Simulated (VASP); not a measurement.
# Ru (P6/mmm) in VASP: notebook

Ru is run at these levels: PBE; tasks: single point.

Program: VASP 6.6.1. These are calculated values, not measurements. Logs are shortened: lines on timing, memory, paths and dates and some standing lists are left out, and cuts for length are marked.

## (1) The cell of the first run

It takes space group P6/mmm (No. 191, hexagonal). The conventional cell has a = 4.121 Å, b = 4.121 Å, c = 2.567 Å, α = 90.00°, β = 90.00°, γ = 120.00°. Within 3.4 Å of Ru (site symmetry 6/mmm) lie 14 Ru at 2.57 to 2.70 Å. Within 3.1 Å of Ru (site symmetry -6m2) lie 11 Ru at 2.38 to 2.70 Å.

## (2) Single point, PBE

Contents of INCAR:

```
SYSTEM = Ru
PREC     = Accurate       ! precision mode
ENCUT    = 500            ! plane-wave cutoff, eV
EDIFF    = 1E-6           ! SCF threshold, eV
ISMEAR   = -1             ! smearing method
SIGMA    = 0.1            ! smearing width, eV
LREAL    = .False.        ! projectors in reciprocal space
LASPH    = .True.         ! aspherical terms in the spheres
NELM     = 120            ! most SCF steps
ALGO     = Normal         ! electronic algorithm
ISIF     = 2              ! what is computed and relaxed
LWAVE    = .False.        ! write WAVECAR
LCHARG   = .False.        ! write CHGCAR
GGA      = PE             ! functional
NBANDS   = 28             ! bands
GGA_COMPAT= .False.
```

Contents of KPOINTS:

```
regular mesh
0
Gamma
  9 9 12
  0 0 0
```

Contents of POSCAR:

```
Ru
1.0
    4.1213460899      0.0000000000      0.0000000000
   -2.0606730450      3.5691904116      0.0000000000
    0.0000000000      0.0000000000      2.5672699696
Ru
3
Direct
    0.0000000000      0.0000000000      0.0000000000
    0.3333333333      0.6666666667      0.5000000000
    0.6666666667      0.3333333333      0.5000000000
```

Potentials or basis: VASP PAW PBE potentials, release 64 (Ru_pv).

Started as:

```console
cat potpaw_PBE.64/Ru_pv/POTCAR > POTCAR
mpirun -np 1 vasp_std > vasp.out
```

OUTCAR:

```text
SYSTEM = Ru
   PREC = Accurate
   ENCUT = 500
   EDIFF = 1E-6
   ISMEAR = -1
   LREAL = .False.
   LASPH = .True.
   NELM = 120
   ISIF = 2
   GGA = PE

 ion  position               nearest neighbor table
   1  0.000  0.000  0.000-   2 2.70   3 2.70   2 2.70   3 2.70   2 2.70   2 2.70   3 2.70   3 2.70
                             3 2.70   3 2.70   2 2.70   2 2.70
   2  0.333  0.667  0.500-   3 2.38   3 2.38   3 2.38   1 2.70   1 2.70   1 2.70   1 2.70   1 2.70
                             1 2.70
   3  0.667  0.333  0.500-   2 2.38   2 2.38   2 2.38   1 2.70   1 2.70   1 2.70   1 2.70   1 2.70
                             1 2.70

  LATTYP: Found a hexagonal cell.
 ALAT       =     4.1213460899
 C/A-ratio  =     0.6229202580

  Lattice vectors:

 A1 = (   4.1213460899,   0.0000000000,   0.0000000000)
 A2 = (  -2.0606730450,   3.5691904116,   0.0000000000)
 A3 = (   0.0000000000,   0.0000000000,   2.5672699696)

Analysis of symmetry for initial positions (statically):
=====================================================================
 Subroutine PRICEL returns:
 Original cell was already a primitive cell.

 Routine SETGRP: Setting up the symmetry group for a
 hexagonal supercell.

 Subroutine GETGRP returns: Found 24 space group operations
 (whereof 24 operations were pure point group operations)
 out of a pool of 24 trial point group operations.

The static configuration has the point symmetry D_6h.

Analysis of symmetry for dynamics (positions and initial velocities):
=====================================================================
 Subroutine PRICEL returns:
 Original cell was already a primitive cell.

 Routine SETGRP: Setting up the symmetry group for a
 hexagonal supercell.

 Subroutine GETGRP returns: Found 24 space group operations
 (whereof 24 operations were pure point group operations)
 out of a pool of 24 trial point group operations.

The dynamic configuration has the point symmetry D_6h.

 Subroutine INISYM returns: Found 24 space group operations
 (whereof 24 operations are pure point group operations),
 and found     1 'primitive' translations

----------------------------------------------------------------------------------------

                                     Primitive cell

  volume of cell :      37.7642

  direct lattice vectors                    reciprocal lattice vectors
     4.121346090  0.000000000  0.000000000     0.242639171  0.140087791  0.000000000
    -2.060673045  3.569190412  0.000000000     0.000000000  0.280175582  0.000000000
     0.000000000  0.000000000  2.567269970     0.000000000  0.000000000  0.389518832

  length of vectors
     4.121346090  4.121346090  2.567269970     0.280175582  0.280175582  0.389518832

  position of ions in fractional coordinates (direct lattice)
     0.000000000  0.000000000  0.000000000
     0.333333333  0.666666667  0.500000000
     0.666666667  0.333333333  0.500000000

  ion indices of the primitive-cell ions
   primitive index   ion index
                 1           1
                 2           2
                 3           3

----------------------------------------------------------------------------------------

 KPOINTS: regular mesh

Automatic generation of k-mesh.
 Grid dimensions read from file:
 generate k-points for:    9    9   12

 Generating k-lattice:

  Cartesian coordinates                     Fractional coordinates (reciprocal lattice)
     0.026959908  0.015565310  0.000000000     0.111111111 -0.000000000  0.000000000
     0.000000000  0.031130620  0.000000000     0.000000000  0.111111111  0.000000000
     0.000000000  0.000000000  0.032459903     0.000000000  0.000000000  0.083333333

  Length of vectors
     0.031130620  0.031130620  0.032459903

  Shift w.r.t. Gamma in fractional coordinates (k-lattice)
     0.000000000  0.000000000  0.000000000

 Subroutine IBZKPT returns following result:
 ===========================================

 Found     84 irreducible k-points:

 Following reciprocal coordinates:
            Coordinates               Weight
  0.000000  0.000000  0.000000      1.000000
  0.111111 -0.000000  0.000000      6.000000
  0.222222  0.000000  0.000000      6.000000
  0.333333 -0.000000  0.000000      6.000000
  0.444444  0.000000  0.000000      6.000000
  0.111111  0.111111  0.000000      6.000000
[... 16 lines left out ...]
  0.333333  0.222222  0.083333     24.000000
  0.333333  0.333333  0.083333      4.000000
 [... further k-points ...]
   k-points           NKPTS =     84   k-points in BZ     NKDIM =     84   number of bands    NBANDS=     28
   number of dos      NEDOS =    301   number of ions     NIONS =      3
   total plane-waves  NPLWV =  18000
   dimension x,y,z NGX =    30 NGY =   30 NGZ =   20
   dimension x,y,z NGXF=    60 NGYF=   60 NGZF=   40
   ions per type =               3
   NGX,Y,Z   is equivalent  to a cutoff of  12.10, 12.10, 12.95 a.u.
   NGXF,Y,Z  is equivalent  to a cutoff of  24.20, 24.20, 25.90 a.u.
 SYSTEM =  Ru
   PREC   = accura    normal or accurate (medium, high low for compatibility)
   ISTART =      0    job   : 0-new  1-cont  2-samecut
   ICHARG =      2    charge: 1-file 2-atom 10-const
   ISPIN  =      1    spin polarized calculation?
   LNONCOLLINEAR =      F non collinear calculations
   LSORBIT =      F    spin-orbit coupling
   LASPH  =      T    aspherical Exc in radial PAW
   ENCUT  =  500.0 eV  36.75 Ry    6.06 a.u.   7.51  7.51  4.68*2*pi/ulx,y,z
   NELM   =    120;   NELMIN=  2; NELMDL= -5     # of ELM steps
   EDIFF  = 0.1E-05   stopping-criterion for ELM
   LREAL  =      F    real-space projection
   EDIFFG = 0.1E-04   stopping-criterion for IOM
   NSW    =      0    number of steps for IOM
   IBRION =     -1    ionic relax: 0-MD 1-quasi-New 2-CG
   NFREE  =      0    steps in history (QN), initial steepest desc. (CG)
   ISIF   =      2    stress and relaxation
   ISYM   =      2    0-nonsym 1-usesym 2-fastsym
   POTIM  = 0.5000    time-step for ionic-motion
   TEBEG  =    0.0;   TEEND  =   0.0 temperature during run
   PSTRESS=    0.0 pullay stress
   NELECT =      42.0000    total number of electrons
   NUPDOWN=      -1.0000    fix difference up-down
   EMIN   =  10.00;   EMAX   =-10.00  energy-range for DOS
   EFERMI =   0.00;   METHOD = LEGACY
   ISMEAR =    -1;   SIGMA  =   0.10  broadening in eV -4-tet -1-fermi 0-gaus
   EFERMI_NEDOS =   21; number of points for ismear=-14 and -15
   IALGO  =     38    algorithm
   IMIX   =      4    mixing-type and parameters
     AMIX     =   0.40;   BMIX     =  1.00
     AMIX_MAG =   1.60;   BMIX_MAG =  1.00
  volume/ion in A,a.u.               =      12.59        84.95
  Fermi-wavevector in a.u.,A,eV,Ry     =   1.696151  3.205260 39.142979  2.876928
  Thomas-Fermi vector in A             =   2.777066
   LORBIT       =      0    0 simple, 1 ext, 2 COOP (PROOUT), +10 PAW based schemes
   GGA     = PE    functional components
   LHFCALC =     F    Hartree Fock is set to
   AEXX    =    0.0000 exact exchange contribution
   IVDW    =     0    specifies the selected vdW correction
   LEPSILON=     F    determine dielectric tensor
   LRPA    =     F    only Hartree local field effects (RPA)
 non-spin polarized calculation
  energy-cutoff  :      500.00
  volume of cell :       37.76
 maximum number of plane-waves:       974
 NGX is ok and might be reduce to    30
   NGX = 15   NGY = 15   NGZ =  9

 number of electron      42.0000015 magnetization

 Free energy of the ion-electron system (eV)
  ---------------------------------------------------
  ext. energy  EPLUGINS =         0.00000000
  ---------------------------------------------------
  free energy    TOTEN  =       -26.41981133 eV

  energy without entropy =      -26.32084554  energy(sigma->0) =      -26.37032844

 E-fermi :  14.4979     XC(G=0): -14.5761

 val. band max:       14.4819971937   @ k =   0.3333  -0.0000   0.0000
 cond. band min:      14.5081680894   @ k =   0.4444   0.1111   0.1667
 fundamental gap:      0.0261708957
 Fermi energy:        14.4979231248

 k-point     1 :       0.0000    0.0000    0.0000
  band No.  band energies     occupation
      1     -29.4825      2.00000
      2     -29.4825      2.00000
      3     -29.0026      2.00000
      4     -29.0026      2.00000
      5     -28.5781      2.00000
      6     -28.2262      2.00000
[... 20 lines left out ...]
     27      24.6297      0.00000
     28      24.8099      0.00000

 k-point     2 :       0.1111   -0.0000    0.0000
  band No.  band energies     occupation
      1     -29.5303      2.00000
      2     -29.4945      2.00000
      3     -28.9438      2.00000
      4     -28.9317      2.00000
      5     -28.5657      2.00000
      6     -28.2330      2.00000
[... 20 lines left out ...]
     27      22.7526      0.00000
     28      24.7072      0.00000

 k-point     3 :       0.2222    0.0000    0.0000
  band No.  band energies     occupation
      1     -29.6227      2.00000
      2     -29.4830      2.00000
      3     -28.8200      2.00000
      4     -28.7818      2.00000
      5     -28.5305      2.00000
      6     -28.3959      2.00000
[... 20 lines left out ...]
     27      20.8095      0.00000
     28      24.7056      0.00000

 k-point     4 :       0.3333   -0.0000    0.0000
  band No.  band energies     occupation
      1     -29.7032      2.00000
      2     -29.4006      2.00000
      3     -28.6935      2.00000
      4     -28.6935      2.00000
      5     -28.5726      2.00000
      6     -28.4779      2.00000
[... 578 lines left out ...]
     27      18.1717      0.00000
     28      24.7127      0.00000

 k-point    23 :       0.3333    0.2222    0.0833
  band No.  band energies     occupation
      1     -29.6509      2.00000
      2     -29.3009      2.00000
      3     -29.0163      2.00000
      4     -28.5612      2.00000
      5     -28.5481      2.00000
      6     -28.4244      2.00000
[... 20 lines left out ...]
     27      16.9669      0.00000
     28      24.7116      0.00000

 k-point    24 :       0.3333    0.3333    0.0833
  band No.  band energies     occupation
      1     -29.6234      2.00000
      2     -29.1938      2.00000
      3     -29.1938      2.00000
      4     -28.5381      2.00000
      5     -28.5381      2.00000
      6     -28.3896      2.00000
[... 20 lines left out ...]
     27      16.3127      0.00000
     28      24.7084      0.00000

 [... further k-points ...]

------------------------ aborting loop because EDIFF is reached ----------------------------------------

  FORCE on cell =-STRESS in cart. coord.  units (eV):
  Direction    XX          YY          ZZ          XY          YZ          ZX
  --------------------------------------------------------------------------------------
  -------------------------------------------------------------------------------------
  Total       10.4545582     10.4545582     10.3888233     -0.0000000      0.0000000      0.0000000
  in kB      443.5431969    443.5431969    440.7543386     -0.0000000      0.0000000      0.0000000
  external PRESSURE =     442.6135775 kB  Pullay stress =       0.0000000 kB

 VOLUME and BASIS-vectors are now :
 -----------------------------------------------------------------------------
  energy-cutoff  :      500.00
  volume of cell :       37.76
      direct lattice vectors                 reciprocal lattice vectors
     4.121346090  0.000000000  0.000000000     0.242639171  0.140087791  0.000000000
    -2.060673045  3.569190412  0.000000000     0.000000000  0.280175582  0.000000000
     0.000000000  0.000000000  2.567269970     0.000000000  0.000000000  0.389518832

 POSITION                                       TOTAL-FORCE (eV/Angst)
 -----------------------------------------------------------------------------------
      0.00000      0.00000      0.00000         0.000000      0.000000      0.000000
     -0.00000      2.37946      1.28363        -0.000000     -0.000000     -0.000000
      2.06067      1.18973      1.28363         0.000000      0.000000      0.000000
 -----------------------------------------------------------------------------------
    total drift:                               -0.000000      0.000000      0.000000

  FREE ENERGIE OF THE ION-ELECTRON SYSTEM (eV)
  ---------------------------------------------------
  free  energy   TOTEN  =       -26.4198113334 eV

  energy  without entropy=      -26.3208455431  energy(sigma->0) =      -26.37032844
```

Run time: 1.9 min. Hardware: 1 thread of Intel Xeon 8259CL, shared host; peak memory 0.19 GiB.

Results:

```
Free energy            : -26.4198 eV
Pressure               : 44.3 GPa
Band gap on the k mesh : zero (band 21 reaches 15.80 eV, above the bottom of band 22 at 12.99 eV)
```

## (3) Single point, PBE

Contents of INCAR:

```
  ALGO = Normal
  EDIFF = 1E-6
  ENCUT = 500
  GGA = PE
  GGA_COMPAT = F
  ISIF = 2
  ISMEAR = -1
  LASPH = T
  LCHARG = F
  LREAL = F
  LWAVE = F
  NBANDS = 28
  NELM = 120
  PREC = Accurate
  SIGMA = 0.1
```

Contents of KPOINTS:

```
k-points
0
Gamma
  9 9 12
```

Contents of POSCAR:

```
Ru
1.0
    4.1210592879      0.0000000000      0.0000000000
   -2.0605296440      3.5689420338      0.0000000000
    0.0000000000      0.0000000000      2.5672255229
Ru
3
Direct
    0.0000000000      0.0000000000      0.0000000000
    0.3333333333      0.6666666667      0.5000000000
    0.6666666667      0.3333333333      0.5000000000
```

Potentials or basis: VASP PAW PBE potentials, release 64 (Ru_pv).

Started as:

```console
cat potpaw_PBE.64/Ru_pv/POTCAR > POTCAR
mpirun -np 1 vasp_std > vasp.out
```

Wall time 77 s (1 thread of Intel Xeon 6975P-C (Granite Rapids), shared host); peak memory 0.18 GiB.

Results (log left out):

| Property | Result |
| --- | --- |
| Free energy | -26.4182 eV |
| Pressure | 44.3 GPa |
| Band gap on the k mesh | zero (band 21 reaches 15.81 eV, above the bottom of band 22 at 12.99 eV) |

Stress tensor (GPa, compression positive):
```
44.45  0.00  0.00
 0.00 44.45  0.00
 0.00  0.00 44.13
```

Levels at points of the mesh, in eV from the Fermi level:
```csv
k point,band 19,band 20,band 21,band 22,band 23,band 24
"(0.00, 0.00, 0.00)",-2.49,-1.62,-1.62,-1.51,-1.51,1.97
"(0.00, 0.00, 0.50)",-2.36,0.75,0.75,1.54,1.54,2.90
```
